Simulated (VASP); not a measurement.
# Fe (Im-3m) in VASP: notebook

Aim: see how the results for Fe move with the level of theory and the settings. Levels: LDA+U, RPBE+U. Tasks: single point.

Everything below comes from runs of VASP 6.6.1. Logs are shortened: lines on timing, memory, paths and dates and some standing lists are left out, and cuts for length are marked.

## 1. The cell of the first run

It takes space group Im-3m (No. 229, cubic). The conventional cell has a = 2.766 Å, b = 2.766 Å, c = 2.766 Å, α = 90.00°, β = 90.00°, γ = 90.00°. Fe (site symmetry m-3m) has 14 Fe at 2.40 to 2.77 Å within 3.2 Å.

## 2. Single point, LDA+U, collinear spin, ferromagnetic start (10.58 Å³/atom)

Contents of POSCAR:

```
Fe
1.0
   -1.3828037700      1.3828037700      1.3828037700
    1.3828037700     -1.3828037700      1.3828037700
    1.3828037700      1.3828037700     -1.3828037700
Fe
1
Direct
    0.0000000000      0.0000000000      0.0000000000
```

Contents of INCAR.step1:

```
ALGO = Normal
EDIFF = 1E-6
ENCUT = 510
GGA = CA
GGA_COMPAT = False
ISIF = 2
ISMEAR = -1
ISPIN = 2
LASPH = True
LCHARG = True
LDAU = True
LDAUJ = 0
LDAUL = 2
LDAUPRINT = 1
LDAUTYPE = 2
LDAUU = 2
LMAXMIX = 4
LORBIT = 11
LREAL = False
LWAVE = False
MAGMOM = -3.14
NBANDS = 18
NEDOS = 2001
NELM = 200
PREC = Accurate
SIGMA = 0.05
```

Contents of KPOINTS.step1:

```
k-points
0
Gamma
  13 13 13
```

Contents of INCAR.step2:

```
ALGO = Normal
EDIFF = 1E-6
ENCUT = 510
GGA = CA
GGA_COMPAT = False
ICHARG = 11
ISIF = 2
ISMEAR = -5
ISPIN = 2
LASPH = True
LCHARG = False
LDAU = True
LDAUJ = 0
LDAUL = 2
LDAUPRINT = 1
LDAUTYPE = 2
LDAUU = 2
LMAXMIX = 4
LORBIT = 11
LREAL = False
LWAVE = False
MAGMOM = -3.14
NBANDS = 18
NEDOS = 2001
NELM = 200
PREC = Accurate
SIGMA = 0.05
```

Contents of KPOINTS.step2:

```
k-points
0
Gamma
  20 20 20
```

Potentials or basis: VASP PAW LDA potentials, release 64 (Fe_sv).

Command:

```bash
$ cat potpaw_LDA.64/Fe_sv/POTCAR > POTCAR
$ cp INCAR.step1 INCAR
$ cp KPOINTS.step1 KPOINTS
$ mpirun -np 1 vasp_std > vasp.out
$ cp INCAR.step2 INCAR
$ cp KPOINTS.step2 KPOINTS
$ mpirun -np 1 vasp_std > vasp.out
```

OUTCAR:

```text
EDIFF = 1E-6
   ENCUT = 510
   GGA = CA
   ICHARG = 11
   ISIF = 2
   ISMEAR = -5
   ISPIN = 2
   LASPH = True
   LORBIT = 11
   LREAL = False
   NELM = 200
   PREC = Accurate

 ion  position               nearest neighbor table
   1  0.000  0.000  0.000-

  LATTYP: Found a body centered cubic cell.
 ALAT       =     2.7656075400

  Lattice vectors:

 A1 = (  -1.3828037700,   1.3828037700,   1.3828037700)
 A2 = (   1.3828037700,  -1.3828037700,   1.3828037700)
 A3 = (   1.3828037700,   1.3828037700,  -1.3828037700)

Analysis of symmetry for initial positions (statically):
=====================================================================
 Subroutine PRICEL returns:
 Original cell was already a primitive cell.

 Routine SETGRP: Setting up the symmetry group for a
 body centered cubic supercell.

 Subroutine GETGRP returns: Found 48 space group operations
 (whereof 48 operations were pure point group operations)
 out of a pool of 48 trial point group operations.

The static configuration has the point symmetry O_h .

Analysis of symmetry for dynamics (positions and initial velocities):
=====================================================================
 Subroutine PRICEL returns:
 Original cell was already a primitive cell.

 Routine SETGRP: Setting up the symmetry group for a
 body centered cubic supercell.

 Subroutine GETGRP returns: Found 48 space group operations
 (whereof 48 operations were pure point group operations)
 out of a pool of 48 trial point group operations.

The dynamic configuration has the point symmetry O_h .

Analysis of structural, dynamic, and magnetic symmetry:
=====================================================================
 Subroutine PRICEL returns:
 Original cell was already a primitive cell.

 Routine SETGRP: Setting up the symmetry group for a
 body centered cubic supercell.

 Subroutine GETGRP returns: Found 48 space group operations
 (whereof 48 operations were pure point group operations)
 out of a pool of 48 trial point group operations.

The overall configuration has the point symmetry O_h .

 Subroutine INISYM returns: Found 48 space group operations
 (whereof 48 operations are pure point group operations),
 and found     1 'primitive' translations

----------------------------------------------------------------------------------------

                                     Primitive cell

  volume of cell :      10.5765

  direct lattice vectors                    reciprocal lattice vectors
    -1.382803770  1.382803770  1.382803770     0.000000000  0.361584204  0.361584204
     1.382803770 -1.382803770  1.382803770     0.361584204  0.000000000  0.361584204
     1.382803770  1.382803770 -1.382803770     0.361584204  0.361584204  0.000000000

  length of vectors
     2.395086387  2.395086387  2.395086387     0.511357285  0.511357285  0.511357285

  position of ions in fractional coordinates (direct lattice)
     0.000000000  0.000000000  0.000000000

  ion indices of the primitive-cell ions
   primitive index   ion index
                 1           1

----------------------------------------------------------------------------------------

 KPOINTS: k-points

Automatic generation of k-mesh.
 Grid dimensions read from file:
 generate k-points for:   20   20   20

 Generating k-lattice:

  Cartesian coordinates                     Fractional coordinates (reciprocal lattice)
     0.000000000  0.018079210  0.018079210     0.050000000  0.000000000  0.000000000
     0.018079210  0.000000000  0.018079210     0.000000000  0.050000000  0.000000000
     0.018079210  0.018079210  0.000000000     0.000000000  0.000000000  0.050000000

  Length of vectors
     0.025567864  0.025567864  0.025567864

  Shift w.r.t. Gamma in fractional coordinates (k-lattice)
     0.000000000  0.000000000  0.000000000

 TETIRR: Found   9408 inequivalent tetrahedra from    48000

 Subroutine IBZKPT returns following result:
 ===========================================

 Found    256 irreducible k-points:

 Following reciprocal coordinates:
            Coordinates               Weight
  0.000000  0.000000  0.000000      1.000000
  0.050000  0.000000  0.000000     12.000000
  0.100000  0.000000  0.000000     12.000000
  0.150000  0.000000  0.000000     12.000000
  0.200000  0.000000  0.000000     12.000000
  0.250000  0.000000  0.000000     12.000000
[... 16 lines left out ...]
  0.200000  0.100000 -0.000000     48.000000
  0.250000  0.100000 -0.000000     48.000000
 [... further k-points ...]
   k-points           NKPTS =    256   k-points in BZ     NKDIM =    256   number of bands    NBANDS=     18
   number of dos      NEDOS =   2001   number of ions     NIONS =      1
   total plane-waves  NPLWV =   5832
   dimension x,y,z NGX =    18 NGY =   18 NGZ =   18
   dimension x,y,z NGXF=    36 NGYF=   36 NGZF=   36
   ions per type =               1
   NGX,Y,Z   is equivalent  to a cutoff of  12.49, 12.49, 12.49 a.u.
   NGXF,Y,Z  is equivalent  to a cutoff of  24.99, 24.99, 24.99 a.u.
 SYSTEM =  unknown system
   PREC   = accura    normal or accurate (medium, high low for compatibility)
   ISTART =      0    job   : 0-new  1-cont  2-samecut
   ICHARG =     11    charge: 1-file 2-atom 10-const
   ISPIN  =      2    spin polarized calculation?
   LNONCOLLINEAR =      F non collinear calculations
   LSORBIT =      F    spin-orbit coupling
   LASPH  =      T    aspherical Exc in radial PAW
   ENCUT  =  510.0 eV  37.48 Ry    6.12 a.u.   4.41  4.41  4.41*2*pi/ulx,y,z
   NELM   =    200;   NELMIN=  2; NELMDL=  0     # of ELM steps
   EDIFF  = 0.1E-05   stopping-criterion for ELM
   LREAL  =      F    real-space projection
[... 7 lines left out ...]
   TEBEG  =    0.0;   TEEND  =   0.0 temperature during run
   PSTRESS=    0.0 pullay stress
   NELECT =      16.0000    total number of electrons
   NUPDOWN=      -1.0000    fix difference up-down
   EMIN   =  10.00;   EMAX   =-10.00  energy-range for DOS
   EFERMI =   0.00;   METHOD = LEGACY
   ISMEAR =    -5;   SIGMA  =   0.05  broadening in eV -4-tet -1-fermi 0-gaus
   EFERMI_NEDOS =   21; number of points for ismear=-14 and -15
   IALGO  =     38    algorithm
   IMIX   =      4    mixing-type and parameters
     AMIX     =   0.40;   BMIX     =  1.00
     AMIX_MAG =   1.60;   BMIX_MAG =  1.00
  volume/ion in A,a.u.               =      10.58        71.37
  Fermi-wavevector in a.u.,A,eV,Ry     =   1.879321  3.551402 48.053696  3.531847
  Thomas-Fermi vector in A             =   2.923172
   LORBIT       =     11    0 simple, 1 ext, 2 COOP (PROOUT), +10 PAW based schemes
 LDA+U is selected, type is set to LDAUTYPE =  2
   angular momentum for each species LDAUL =     2
   U (eV)           for each species LDAUU =   2.0
   J (eV)           for each species LDAUJ =   0.0
   GGA     = CA    functional components
   LHFCALC =     F    Hartree Fock is set to
   AEXX    =    0.0000 exact exchange contribution
   IVDW    =     0    specifies the selected vdW correction
   LEPSILON=     F    determine dielectric tensor
   LRPA    =     F    only Hartree local field effects (RPA)
 spin polarized calculation
 Fermi weights with tetrahedron method with Bloechl corrections
  energy-cutoff  :      510.00
  volume of cell :       10.58
 maximum number of plane-waves:       285
 NGX is ok and might be reduce to    18

atom =   1  type =  1  l = 2

 onsite density matrix

spin component  1

  0.3798 -0.0000  0.0000 -0.0000  0.0000
 -0.0000  0.3798 -0.0000 -0.0000 -0.0000
  0.0000 -0.0000  0.2180 -0.0000  0.0000
 -0.0000 -0.0000 -0.0000  0.3798  0.0000
  0.0000 -0.0000  0.0000  0.0000  0.2180

spin component  2

  0.7859 -0.0000 -0.0000  0.0000 -0.0000
 -0.0000  0.7859  0.0000  0.0000  0.0000
 -0.0000  0.0000  0.8333  0.0000  0.0000
  0.0000  0.0000  0.0000  0.7859 -0.0000
 -0.0000  0.0000  0.0000 -0.0000  0.8333

 occupancies and eigenvectors

  o =  0.2180  v =  0.0000 -0.0000  0.0000  0.0000 -1.0000  0.0000  0.0000  0.0000  0.0000  0.0000      0.0000  0.0000  0.0000  0.0000  0.0000  0.0000  0.0000  0.0000  0.0000  0.0000
  o =  0.2180  v =  0.0000 -0.0000 -1.0000 -0.0000 -0.0000  0.0000  0.0000  0.0000  0.0000  0.0000      0.0000  0.0000  0.0000  0.0000  0.0000  0.0000  0.0000  0.0000  0.0000  0.0000
  o =  0.3798  v =  0.0000 -0.2700  0.0000  0.9628  0.0000  0.0000  0.0000  0.0000  0.0000  0.0000      0.0000  0.0000  0.0000  0.0000  0.0000  0.0000  0.0000  0.0000  0.0000  0.0000
  o =  0.3798  v =  0.0000  0.9628 -0.0000  0.2700 -0.0000  0.0000  0.0000  0.0000  0.0000  0.0000      0.0000  0.0000  0.0000  0.0000  0.0000  0.0000  0.0000  0.0000  0.0000  0.0000
  o =  0.3798  v = -1.0000  0.0000 -0.0000  0.0000 -0.0000  0.0000  0.0000  0.0000  0.0000  0.0000      0.0000  0.0000  0.0000  0.0000  0.0000  0.0000  0.0000  0.0000  0.0000  0.0000
  o =  0.7859  v =  0.0000  0.0000  0.0000  0.0000  0.0000  0.0000  0.7699 -0.0000 -0.6382 -0.0000      0.0000  0.0000  0.0000  0.0000  0.0000  0.0000  0.0000  0.0000  0.0000  0.0000
  o =  0.7859  v =  0.0000  0.0000  0.0000  0.0000  0.0000 -0.0000  0.6382 -0.0000  0.7699  0.0000      0.0000  0.0000  0.0000  0.0000  0.0000  0.0000  0.0000  0.0000  0.0000  0.0000
  o =  0.7859  v =  0.0000  0.0000  0.0000  0.0000  0.0000 -1.0000  0.0000 -0.0000 -0.0000 -0.0000      0.0000  0.0000  0.0000  0.0000  0.0000  0.0000  0.0000  0.0000  0.0000  0.0000
  o =  0.8333  v =  0.0000  0.0000  0.0000  0.0000  0.0000 -0.0000  0.0000 -0.0000 -0.0000  1.0000      0.0000  0.0000  0.0000  0.0000  0.0000  0.0000  0.0000  0.0000  0.0000  0.0000
  o =  0.8333  v =  0.0000  0.0000  0.0000  0.0000  0.0000  0.0000 -0.0000 -1.0000 -0.0000 -0.0000      0.0000  0.0000  0.0000  0.0000  0.0000  0.0000  0.0000  0.0000  0.0000  0.0000

 number of electron      16.0000000 magnetization      -2.4188263

 Free energy of the ion-electron system (eV)
  ---------------------------------------------------
  ext. energy  EPLUGINS =         0.00000000
  ---------------------------------------------------
  free energy    TOTEN  =        -7.35511229 eV

  energy without entropy =       -7.35511229  energy(sigma->0) =       -7.35511229

 E-fermi :  12.7574     XC(G=0): -14.5521

 val. band max:       12.8826338006   @ k =   0.4500   0.0000   0.0000
 cond. band min:      12.6783755325   @ k =  -0.4000   0.4000   0.0500
 fundamental gap:     -0.2042582681
 Fermi energy:        12.7574275000

 spin component 1

 k-point     1 :       0.0000    0.0000    0.0000
  band No.  band energies     occupation
      1     -71.4139      1.00000
      2     -37.7092      1.00000
      3     -37.7092      1.00000
      4     -37.7092      1.00000
      5       4.3471      1.00000
      6      12.7958     -0.32333
[... 10 lines left out ...]
     17      47.6583      0.00000
     18      47.6584      0.00000

 k-point     2 :       0.0500    0.0000    0.0000
  band No.  band energies     occupation
      1     -71.4109      1.00000
      2     -37.7264      1.00000
      3     -37.7162      1.00000
      4     -37.7113      1.00000
      5       4.4574      1.00000
      6      12.7548      0.81073
[... 10 lines left out ...]
     17      46.3401      0.00000
     18      47.8555      0.00000
[... 442 lines left out ...]
 k-point    24 :       0.2500    0.1000   -0.0000
  band No.  band energies     occupation
      1     -71.3278      1.00000
      2     -38.1182      1.00000
      3     -37.8456      1.00000
      4     -37.7325      1.00000
      5       7.9307      1.00000
      6      11.7982      1.00000
[... 10 lines left out ...]
     17      50.8842      0.00000
     18      53.4424      0.00000

 [... further k-points ...]

 spin component 2

 k-point     1 :       0.0000    0.0000    0.0000
  band No.  band energies     occupation
      1     -74.1302      1.00000
      2     -40.3626      1.00000
      3     -40.3626      1.00000
      4     -40.3626      1.00000
      5       3.9687      1.00000
      6      10.0072      1.00000
[... 10 lines left out ...]
     17      46.1271      0.00000
     18      46.1271      0.00000

 k-point     2 :       0.0500    0.0000    0.0000
  band No.  band energies     occupation
      1     -74.1275      1.00000
      2     -40.3784      1.00000
      3     -40.3694      1.00000
      4     -40.3649      1.00000
      5       4.0780      1.00000
      6       9.9737      1.00000
[... 10 lines left out ...]
     17      45.0487      0.00000
     18      46.3660      0.00000
[... 442 lines left out ...]
 k-point    24 :       0.2500    0.1000   -0.0000
  band No.  band energies     occupation
      1     -74.0513      1.00000
      2     -40.7314      1.00000
      3     -40.4873      1.00000
      4     -40.3836      1.00000
      5       7.1270      1.00000
      6       9.2110      1.00000
[... 10 lines left out ...]
     17      50.3052      0.00000
     18      52.5626      0.00000

 [... further k-points ...]
[... 5 lines left out ...]
  --------------------------------------------------------------------------------------
  -------------------------------------------------------------------------------------
  Total        0.0300029      0.0300029      0.0300029      0.0000000      0.0000000     -0.0000000
  in kB        4.5449892      4.5449892      4.5449892      0.0000000      0.0000000     -0.0000000
  external PRESSURE =       4.5449892 kB  Pullay stress =       0.0000000 kB

 VOLUME and BASIS-vectors are now :
 -----------------------------------------------------------------------------
  energy-cutoff  :      510.00
  volume of cell :       10.58
      direct lattice vectors                 reciprocal lattice vectors
    -1.382803770  1.382803770  1.382803770     0.000000000  0.361584204  0.361584204
     1.382803770 -1.382803770  1.382803770     0.361584204  0.000000000  0.361584204
     1.382803770  1.382803770 -1.382803770     0.361584204  0.361584204  0.000000000

 POSITION                                       TOTAL-FORCE (eV/Angst)
 -----------------------------------------------------------------------------------
      0.00000      0.00000      0.00000        -0.000000     -0.000000     -0.000000
 -----------------------------------------------------------------------------------
    total drift:                               -0.000000      0.000000      0.000000

  FREE ENERGIE OF THE ION-ELECTRON SYSTEM (eV)
  ---------------------------------------------------
  free  energy   TOTEN  =        -7.3551122898 eV

  energy  without entropy=       -7.3551122898  energy(sigma->0) =       -7.35511229

 total charge

# of ion       s       p       d       tot
------------------------------------------
    1        2.200   6.039   5.569  13.808

 magnetization (x)

# of ion       s       p       d       tot
------------------------------------------
    1        0.006   0.010  -2.426  -2.410
```

Run time: 82 s. Hardware: 1 thread of Intel Xeon 6975P-C (Granite Rapids), shared host; peak memory 0.22 GiB.

What came out:

```
Net moment                                            : -2.42 μB per cell
Site moments                                          : Fe -2.41 μB
Valence electrons inside the program's atomic spheres : Fe 13.81
```

Eigenvalues of the final occupation matrices:
```csv
site,spin,trace,eigenvalues
site 1 d,1,1.58,0.22 0.22 0.38 0.38 0.38
site 1 d,2,4.02,0.79 0.79 0.79 0.83 0.83
```

Caveat: the U is typed as a test and isn't derived for this compound. The state reached can hang on the start; a lower one may exist.

## 3. Single point, RPBE+U, collinear spin, ferromagnetic start

This run uses another cell than the first one, of 12.02 Å³/atom.

Contents of INCAR:

```
SYSTEM = Fe
  PREC = Accurate
  ENCUT = 690
  EDIFF = 1E-6
  ISMEAR = 1
  SIGMA = 0.01
  LREAL = .FALSE.
  LASPH = .TRUE.
  NELM = 200
  ALGO = Normal
  ISIF = 2
  LWAVE = .FALSE.
  LCHARG = .FALSE.
  ISPIN = 2
  MAGMOM = 3.19
  LORBIT = 11
  LMAXMIX = 4
  LDAU = .TRUE.
  LDAUTYPE = 2
  LDAUL = 2
  LDAUU = 4.5
  LDAUJ = 0
  LDAUPRINT = 1
  GGA = RP
  NBANDS = 18
  GGA_COMPAT = .FALSE.
```

Contents of KPOINTS:

```
Automatic mesh
0
G
  13 13 13
  0 0 0
```

Contents of POSCAR:

```
Fe
1.0
   -1.4430000000      1.4430000000      1.4430000000
    1.4430000000     -1.4430000000      1.4430000000
    1.4430000000      1.4430000000     -1.4430000000
Fe
1
Direct
    0.0000000000      0.0000000000      0.0000000000
```

Potentials or basis: VASP PAW PBE potentials, release 64 (Fe_sv).

Command:

```bash
$ cat potpaw_PBE.64/Fe_sv/POTCAR > POTCAR
$ mpirun -np 1 vasp_std > vasp.out
```

It took 36 s on 1 thread of Intel Xeon Platinum 8488C (Sapphire Rapids), shared host; peak memory 0.17 GiB.

The run converged. Its results:

```yaml
Free_energy: -4.2242 eV
Pressure: 19.0 GPa
Net_moment: 2.93 μB per cell
Site_moments: Fe +3.14 μB
Valence_electrons_inside_the_program's_atomic_spheres: Fe 13.72
```

Levels at points of the mesh, in eV from the Fermi level:
Spin up:
```csv
k point,band 6,band 7,band 8,band 9,band 10,band 11,band 12,band 13
"(0.00, 0.00, 0.00)",-4.72,-4.72,-4.72,-3.62,-3.62,23.51,23.51,23.51
```
Spin down:
```
           k point  band 4  band 5  band 6  band 7  band 8  band 9  band 10  band 11
(0.00, 0.00, 0.00)  -51.27   -8.88    0.56    0.56    0.56    2.98     2.98    22.70
```

Eigenvalues of the final occupation matrices:
```csv
site,spin,trace,eigenvalues
site 1 d,1,4.35,0.86 0.86 0.86 0.88 0.88
site 1 d,2,1.17,0.16 0.16 0.28 0.28 0.28
```

Caveat: the cell stands under pressure; the PAW data sets were made with another functional, which shifts forces and pressure a little; the U is typed as a test and isn't derived for this compound. The state reached can hang on the start; a lower one may exist.
